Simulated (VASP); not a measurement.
# H22CO11 in VASP: notebook

The runs below take H22CO11 through single point, with PBE.

Everything below comes from runs of VASP 6.6.1. Logs are shortened: lines on timing, memory, paths and dates and some standing lists are left out, and cuts for length are marked.

### 1 The cell of the first run

The cell holds a disordered packing, 34 atoms: a = 7.120 Å, b = 7.120 Å, c = 7.120 Å, α = 90.00°, β = 90.00°, γ = 90.00°.

### 2 Single point, PBE

INCAR

```
PREC = Accurate ; ENCUT = 520
EDIFF = 1E-7 ; ISMEAR = -1
SIGMA = 0.05 ; LREAL = Auto
LASPH = True ; NELM = 80
ALGO = Normal ; ISIF = 2
LWAVE = False ; LCHARG = False
GGA = PE ; NBANDS = 69
```

KPOINTS

```
regular mesh
0
Gamma
  1 1 1
```

POSCAR

```
H22CO11
1.0
    7.1203670000      0.0000000000      0.0000000000
    0.0000000000      7.1203670000      0.0000000000
    0.0000000000      0.0000000000      7.1203670000
O H C
11 22 1
Direct
    0.6458094084      0.4149505215      0.0820603769
    0.2916282265      0.5948288901      0.0392816831
    0.6925204838      0.0438881872      1.0117034698
    0.5440169025      0.3901343849      0.4957609629
    0.0961748180      0.0753331956      0.2087392405
    0.5798858402      0.7806620080      0.2599023337
    0.9598381656      0.4543024257      0.8145928433
    0.3580995193      1.0942132618      0.9305138345
    0.7107217929      0.8955437269      0.5892112022
    0.9862974760      0.1581940931      0.5684538451
    0.2877379776      0.7179545661      0.6380289106
    0.6683503814      0.4562826607      0.2101717510
    0.6685891331      0.2807158676      0.0711339739
    0.3386201863      0.6293355385     -0.0853467244
    0.3701775484      0.4881489957      0.0608114722
    0.7573345587      0.0598705095      0.8875666100
    0.5613615141      0.0838720813      0.9753008518
    0.4372948754      0.3222024932      0.5522327711
    0.4956766976      0.5182738474      0.5180210514
   -0.0271755655      0.0461633508      0.1528432453
    0.0735074470      0.1350492187      0.3380724617
    0.4618582160      0.7539639460      0.1874762916
    0.6574941994      0.8465855763      0.1634747198
    0.8651239466      0.4780792900      0.9104306000
    1.0770652692      0.4854805939      0.8607702384
    0.2518690399      1.1215573579      1.0296098502
    0.3066134091      0.9814241316      0.8722162776
    0.6282120009      0.8711208285      0.6973516955
    0.6364980906      0.8416700993      0.4729812382
    0.9805674342      0.2481051890      0.6668476498
    0.8532004039      0.1296702824      0.5429354976
    0.1600338859      0.7050900607      0.3846571392
    0.0079630727      0.7762802114      0.5929048320
    0.1505680817      0.7416612093      0.5362925815
```

Potentials or basis: VASP PAW PBE potentials, release 64 (O, H, C).

Run with:

```console
cat potpaw_PBE.64/O/POTCAR potpaw_PBE.64/H/POTCAR potpaw_PBE.64/C/POTCAR > POTCAR
mpirun -np 1 vasp_gam > vasp.out
```

OUTCAR:

```text
PREC = Accurate
   ENCUT = 520
   EDIFF = 1E-7
   ISMEAR = -1
   LREAL = Auto
   LASPH = True
   NELM = 80
   ISIF = 2
   GGA = PE

 ion  position               nearest neighbor table
   1  0.646  0.415  0.082-  12 0.97  13 0.97
   2  0.292  0.595  0.039-  15 0.96  14 0.98
   3  0.693  0.044  0.012-  16 1.00  17 1.01
   4  0.544  0.390  0.496-  18 0.99  19 0.99
   5  0.096  0.075  0.209-  20 0.99  21 1.03
   6  0.580  0.781  0.260-  23 1.00  22 1.00
   7  0.960  0.454  0.815-  25 0.92  24 0.97
   8  0.358  0.094  0.931-  27 0.98  26 1.05
   9  0.711  0.896  0.589-  28 0.98  29 1.05
  10  0.986  0.158  0.568-  30 0.95  31 0.99
  11  0.288  0.718  0.638-  34 1.23
  12  0.668  0.456  0.210-   1 0.97
  13  0.669  0.281  0.071-   1 0.97
  14  0.339  0.629  0.915-   2 0.98
  15  0.370  0.488  0.061-   2 0.96
  16  0.757  0.060  0.888-   3 1.00
[... 15 lines left out ...]
  32  0.160  0.705  0.385-  34 1.11
  33  0.008  0.776  0.593-  34 1.12
  34  0.151  0.742  0.536-  32 1.11  33 1.12  11 1.23

  LATTYP: Found a simple cubic cell.
 ALAT       =     7.1203670000

  Lattice vectors:

 A1 = (   7.1203670000,   0.0000000000,   0.0000000000)
 A2 = (   0.0000000000,   7.1203670000,   0.0000000000)
 A3 = (   0.0000000000,   0.0000000000,   7.1203670000)

Analysis of symmetry for initial positions (statically):
=====================================================================
 Subroutine PRICEL returns:
 Original cell was already a primitive cell.

 Routine SETGRP: Setting up the symmetry group for a
 simple cubic supercell.

 Subroutine GETGRP returns: Found  1 space group operations
 (whereof  1 operations were pure point group operations)
 out of a pool of 48 trial point group operations.

The static configuration has the point symmetry C_1 .

Analysis of symmetry for dynamics (positions and initial velocities):
=====================================================================
 Subroutine PRICEL returns:
 Original cell was already a primitive cell.

 Routine SETGRP: Setting up the symmetry group for a
 simple cubic supercell.

 Subroutine GETGRP returns: Found  1 space group operations
 (whereof  1 operations were pure point group operations)
 out of a pool of 48 trial point group operations.

The dynamic configuration has the point symmetry C_1 .

 Subroutine INISYM returns: Found  1 space group operations
 (whereof  1 operations are pure point group operations),
 and found     1 'primitive' translations

----------------------------------------------------------------------------------------

                                     Primitive cell

  volume of cell :     360.9999

  direct lattice vectors                    reciprocal lattice vectors
     7.120367000  0.000000000  0.000000000     0.140442199  0.000000000  0.000000000
     0.000000000  7.120367000  0.000000000     0.000000000  0.140442199  0.000000000
     0.000000000  0.000000000  7.120367000     0.000000000  0.000000000  0.140442199

  length of vectors
     7.120367000  7.120367000  7.120367000     0.140442199  0.140442199  0.140442199

  position of ions in fractional coordinates (direct lattice)
     0.645809408  0.414950522  0.082060377
     0.291628227  0.594828890  0.039281683
     0.692520484  0.043888187  0.011703470
     0.544016902  0.390134385  0.495760963
     0.096174818  0.075333196  0.208739241
     0.579885840  0.780662008  0.259902334
[... 26 lines left out ...]
     0.007963073  0.776280211  0.592904832
     0.150568082  0.741661209  0.536292581

  ion indices of the primitive-cell ions
   primitive index   ion index
                 1           1
                 2           2
                 3           3
                 4           4
                 5           5
                 6           6
[... 26 lines left out ...]
                33          33
                34          34

----------------------------------------------------------------------------------------

 KPOINTS: regular mesh

Automatic generation of k-mesh.
 Grid dimensions read from file:
 generate k-points for:    1    1    1

 Generating k-lattice:

  Cartesian coordinates                     Fractional coordinates (reciprocal lattice)
     0.140442199  0.000000000  0.000000000     1.000000000  0.000000000  0.000000000
     0.000000000  0.140442199  0.000000000     0.000000000  1.000000000  0.000000000
     0.000000000  0.000000000  0.140442199     0.000000000  0.000000000  1.000000000

  Length of vectors
     0.140442199  0.140442199  0.140442199

  Shift w.r.t. Gamma in fractional coordinates (k-lattice)
     0.000000000  0.000000000  0.000000000

 Subroutine IBZKPT returns following result:
 ===========================================

 Found      1 irreducible k-points:

 Following reciprocal coordinates:
            Coordinates               Weight
  0.000000  0.000000  0.000000      1.000000
   k-points           NKPTS =      1   k-points in BZ     NKDIM =      1   number of bands    NBANDS=     69
   number of dos      NEDOS =    301   number of ions     NIONS =     34
   total plane-waves  NPLWV = 157464
   dimension x,y,z NGX =    54 NGY =   54 NGZ =   54
   dimension x,y,z NGXF=   108 NGYF=  108 NGZF=  108
   ions per type =              11  22   1
   NGX,Y,Z   is equivalent  to a cutoff of  12.61, 12.61, 12.61 a.u.
   NGXF,Y,Z  is equivalent  to a cutoff of  25.22, 25.22, 25.22 a.u.
 SYSTEM =  unknown system
   PREC   = accura    normal or accurate (medium, high low for compatibility)
   ISTART =      0    job   : 0-new  1-cont  2-samecut
   ICHARG =      2    charge: 1-file 2-atom 10-const
   ISPIN  =      1    spin polarized calculation?
   LNONCOLLINEAR =      F non collinear calculations
   LSORBIT =      F    spin-orbit coupling
   LASPH  =      T    aspherical Exc in radial PAW
   ENCUT  =  520.0 eV  38.22 Ry    6.18 a.u.  13.24 13.24 13.24*2*pi/ulx,y,z
   NELM   =     80;   NELMIN=  2; NELMDL= -5     # of ELM steps
   EDIFF  = 0.1E-06   stopping-criterion for ELM
   LREAL  =      T    real-space projection
   EDIFFG = 0.1E-05   stopping-criterion for IOM
   NSW    =      0    number of steps for IOM
   IBRION =     -1    ionic relax: 0-MD 1-quasi-New 2-CG
   NFREE  =      0    steps in history (QN), initial steepest desc. (CG)
   ISIF   =      2    stress and relaxation
   ISYM   =      2    0-nonsym 1-usesym 2-fastsym
   POTIM  = 0.5000    time-step for ionic-motion
   TEBEG  =    0.0;   TEEND  =   0.0 temperature during run
   PSTRESS=    0.0 pullay stress
   NELECT =      92.0000    total number of electrons
   NUPDOWN=      -1.0000    fix difference up-down
   EMIN   =  10.00;   EMAX   =-10.00  energy-range for DOS
   EFERMI =   0.00;   METHOD = LEGACY
   ISMEAR =    -1;   SIGMA  =   0.05  broadening in eV -4-tet -1-fermi 0-gaus
   EFERMI_NEDOS =   21; number of points for ismear=-14 and -15
   IALGO  =     38    algorithm
   IMIX   =      4    mixing-type and parameters
     AMIX     =   0.40;   BMIX     =  1.00
     AMIX_MAG =   1.60;   BMIX_MAG =  1.00
  volume/ion in A,a.u.               =      10.62        71.65
  Fermi-wavevector in a.u.,A,eV,Ry     =   1.037931  1.961405 14.657561  1.077300
  Thomas-Fermi vector in A             =   2.172391
   LORBIT       =      0    0 simple, 1 ext, 2 COOP (PROOUT), +10 PAW based schemes
   GGA     = PE    functional components
   LHFCALC =     F    Hartree Fock is set to
   AEXX    =    0.0000 exact exchange contribution
   IVDW    =     0    specifies the selected vdW correction
   LEPSILON=     F    determine dielectric tensor
   LRPA    =     F    only Hartree local field effects (RPA)
 non-spin polarized calculation
  energy-cutoff  :      520.00
  volume of cell :      361.00
 maximum number of plane-waves:      4886
 NGX is ok and might be reduce to    54
   NGX = 27   NGY = 27   NGZ = 27

 number of electron      91.9999998 magnetization

 Free energy of the ion-electron system (eV)
  ---------------------------------------------------
  ext. energy  EPLUGINS =         0.00000000
  ---------------------------------------------------
  free energy    TOTEN  =      -167.64303602 eV

  energy without entropy =     -167.64303602  energy(sigma->0) =     -167.64303602

 E-fermi :  -2.1109     XC(G=0):  -6.6959

 val. band max:       -3.3251238188   @ k =   0.0000   0.0000   0.0000
 cond. band min:       0.3379057022   @ k =   0.0000   0.0000   0.0000
 fundamental gap:      3.6630295211
 Fermi energy:        -2.1108953902

 k-point     1 :       0.0000    0.0000    0.0000
  band No.  band energies     occupation
      1     -23.7787      2.00000
      2     -22.9305      2.00000
      3     -22.6464      2.00000
      4     -22.2349      2.00000
      5     -22.1963      2.00000
      6     -21.9636      2.00000
[... 50 lines left out ...]
     57       5.7321      0.00000
     58       5.9327      0.00000
 [bands above 58 left out]

------------------------ aborting loop because EDIFF is reached ----------------------------------------

  FORCE on cell =-STRESS in cart. coord.  units (eV):
  Direction    XX          YY          ZZ          XY          YZ          ZX
  --------------------------------------------------------------------------------------
  -------------------------------------------------------------------------------------
  Total        0.6987555      3.5539333     -3.3596734      0.1921639      0.1083973      2.7110699
  in kB        3.1011921     15.7729425    -14.9107849      0.8528552      0.4810849     12.0321756
  external PRESSURE =       1.3211166 kB  Pullay stress =       0.0000000 kB

 VOLUME and BASIS-vectors are now :
 -----------------------------------------------------------------------------
  energy-cutoff  :      520.00
  volume of cell :      361.00
      direct lattice vectors                 reciprocal lattice vectors
     7.120367000  0.000000000  0.000000000     0.140442199  0.000000000  0.000000000
     0.000000000  7.120367000  0.000000000     0.000000000  0.140442199  0.000000000
     0.000000000  0.000000000  7.120367000     0.000000000  0.000000000  0.140442199

 POSITION                                       TOTAL-FORCE (eV/Angst)
 -----------------------------------------------------------------------------------
      4.59840      2.95460      0.58430        -0.049365      0.906990     -0.575034
      2.07650      4.23540      0.27970        -0.584926      0.922896     -0.578241
      4.93100      0.31250      0.08333         1.604716      0.309906     -1.540788
      3.87360      2.77790      3.53000        -1.158965      0.363105      0.574787
      0.68480      0.53640      1.48630        -0.272993      0.349534      0.458257
      4.12900      5.55860      1.85060        -0.337850     -0.071920     -0.950230
[... 26 lines left out ...]
      0.05670      5.52740      4.22170         0.394547      0.213601     -0.136787
      1.07210      5.28090      3.81860        -0.788326     -0.799129      0.022473
 -----------------------------------------------------------------------------------
    total drift:                               -0.003570      0.005401     -0.002375

  FREE ENERGIE OF THE ION-ELECTRON SYSTEM (eV)
  ---------------------------------------------------
  free  energy   TOTEN  =      -167.6430360241 eV

  energy  without entropy=     -167.6430360240  energy(sigma->0) =     -167.64303602
```

Run time: 31 s. Hardware: 1 thread of Intel Xeon 6975P-C (Granite Rapids), shared host; peak memory 0.35 GiB.

What came out:

```
Free energy            : -167.6430 eV
Pressure               : 0.1 GPa
Largest force          : 3.004 eV/Å
Band gap on the k mesh : 3.66 eV
```

Forces in eV/Å, atoms in the order of the input:
```
O   -0.049  0.907 -0.575
O   -0.585  0.923 -0.578
O    1.605  0.310 -1.541
O   -1.159  0.363  0.575
O   -0.273  0.350  0.458
O   -0.338 -0.072 -0.950
O   -2.392 -0.887 -1.581
O   -2.239  0.459  0.709
O   -1.356 -0.752 -0.703
O   -0.133 -1.170 -1.499
O    0.457  0.266  0.256
H   -0.115 -0.221  0.204
H    0.351 -0.372  0.470
H   -0.328  0.426 -0.188
H    1.018 -1.156  0.673
H   -0.141 -0.291  1.043
H   -0.779 -0.571  0.311
H    0.608 -0.299 -0.309
H    0.513 -0.079 -0.190
H    0.324  0.322  0.488
H   -0.081 -0.534 -1.010
H    0.526 -0.082  0.645
H   -0.358 -0.037  0.507
H   -0.202 -0.075  0.363
H    2.456  0.837  1.514
H    1.339 -0.344 -0.581
H    0.205 -0.020 -0.274
H    0.286 -0.040 -0.549
H    0.843  0.759  1.169
H    0.058  1.675  1.197
H    0.274 -0.319  0.155
H    0.057  0.310 -0.093
H    0.395  0.214 -0.137
C   -0.788 -0.799  0.022
```

Caveat: the k points lie up to 0.88 Å⁻¹ apart.

### 3 Single point, PBE

INCAR

```
SYSTEM = H22CO11
PREC     = Accurate       ! precision mode
ENCUT    = 520            ! plane-wave cutoff, eV
EDIFF    = 1E-6           ! SCF threshold, eV
ISMEAR   = -1             ! smearing method
SIGMA    = 0.05           ! smearing width, eV
LREAL    = Auto         
LASPH    = .TRUE.         ! aspherical terms in the spheres
NELM     = 80             ! most SCF steps
ALGO     = Normal         ! electronic algorithm
ISIF     = 2              ! what is computed and relaxed
LWAVE    = .FALSE.        ! write WAVECAR
LCHARG   = .TRUE.         ! write CHGCAR
GGA      = PE             ! functional
LELF     = .TRUE.         ! ELF
LVHAR    = .TRUE.       
NBANDS   = 69             ! bands
```

KPOINTS

```
Automatic mesh
0
G
  1 1 1
  0 0 0
```

POSCAR

```
H22CO11
1.0
    7.1203670000      0.0000000000      0.0000000000
    0.0000000000      7.1203670000      0.0000000000
    0.0000000000      0.0000000000      7.1203670000
O H C
11 22 1
Direct
    0.6483935449      0.4132652151      0.0908520586
    0.2985941595      0.6024970342      0.0282007936
    0.6944164535      0.0492249908      1.0271802001
    0.5261807432      0.3769328182      0.4919268908
    0.0954164301      0.0807542645      0.2086268868
    0.5679061206      0.7813080421      0.2721769819
    0.9650204828      0.4361713378      0.8146771086
    0.3496168105      1.1236780351      0.9263427012
    0.7004554681      0.8763312341      0.6078619262
    0.9868732890      0.1543740653      0.5598587826
    0.2894935050      0.7341054190      0.6135919679
    0.6378463357      0.4242337509      0.2263506923
    0.6672127996      0.2782440849      0.0678897591
    0.3230591906      0.6553875664     -0.0977477706
    0.4110602726      0.5311383528      0.0565701178
    0.7330801910      0.0142267948      0.9010911938
    0.5474858248      0.0427225170      1.0163661508
    0.4904943804      0.3048017047      0.6064294158
    0.4792168718      0.4953115478      0.5353235304
   -0.0242965004      0.0567526927      0.1516635308
    0.0571880635      0.1130278818      0.3419346222
    0.4405110018      0.7699462682      0.2123345608
    0.6398546592      0.8719073048      0.1891475538
    0.8613460514      0.3837723533      0.8810079593
    1.0564483544      0.4725880000      0.8991390472
    0.2601691739      1.1141841425      1.0425305325
    0.2915439611      1.0135292184      0.8705169270
    0.5909105528      0.9054168135      0.6791222981
    0.6367789750      0.8634948171      0.4751580923
    0.9716212662      0.2737358903      0.6047862421
    0.8785502208      0.0782403491      0.6044491808
    0.1595704266      0.7221537879      0.3654446463
    0.0066710045      0.7785413308      0.5823716671
    0.1469727614      0.7349480722      0.5211529125
```

Potentials or basis: VASP PAW PBE potentials, release 64 (O, H, C).

Run with:

```console
cat potpaw_PBE.64/O/POTCAR potpaw_PBE.64/H/POTCAR potpaw_PBE.64/C/POTCAR > POTCAR
mpirun -np 1 vasp_gam > vasp.out
```

It took 31 s on 1 thread of Intel Xeon 6975P-C (Granite Rapids), shared host; peak memory 0.36 GiB.

It converged, with:

| Property | Result |
| --- | --- |
| Free energy | -167.2777 eV |
| Pressure | 1.2 GPa |
| Largest force | 4.324 eV/Å |
| Band gap on the k mesh | 3.76 eV |

Forces on the atoms (eV/Å):
```
O   -0.140  0.282 -0.263
O   -0.685  0.954 -0.500
O   -0.992 -0.591  0.092
O   -0.289 -1.162  1.218
O    0.399 -0.024  0.560
O   -0.173  0.902 -0.676
O   -1.318 -0.416 -2.955
O   -1.164 -1.014  1.575
O    0.053  0.262 -1.623
O    0.076 -4.093 -1.393
O    1.175 -0.388  1.362
H    0.118  0.048  0.368
H   -0.095  0.038  0.141
H   -0.183 -0.185  0.275
H    0.851 -0.796 -0.017
H    0.290 -0.181 -0.174
H    0.927  0.724 -0.408
H    0.381 -0.120 -0.979
H   -0.161  1.378 -0.229
H   -0.697 -0.126 -0.527
H    0.381  0.166 -0.173
H    0.889 -0.007  0.364
H   -0.534 -0.916  0.432
H   -0.693  0.137  0.916
H    2.096  0.717  2.205
H    0.736  0.982 -0.342
H    0.126 -0.248 -1.051
H   -0.929  0.029  0.717
H    0.733 -0.347  1.050
H   -0.263  3.613  1.645
H    0.265  0.154 -0.524
H   -0.338 -0.390  0.030
H    0.493 -0.659 -0.227
C   -1.335  1.277 -0.888
```

Stress tensor (GPa, compression positive):
```
 0.46 -0.63  1.10
-0.63  2.84  1.55
 1.10  1.55  0.33
```

Levels at points of the mesh, in eV from the valence-band top:
| k point | band 43 | band 44 | band 45 | band 46 | band 47 | band 48 | band 49 | band 50 |
| --- | --- | --- | --- | --- | --- | --- | --- | --- |
| (0.00, 0.00, 0.00) | -0.58 | -0.39 | -0.21 | 0.00 | 3.76 | 4.39 | 6.89 | 7.23 |

Caveat: the k points lie up to 0.88 Å⁻¹ apart.

(Continued in part 2 of 2.)
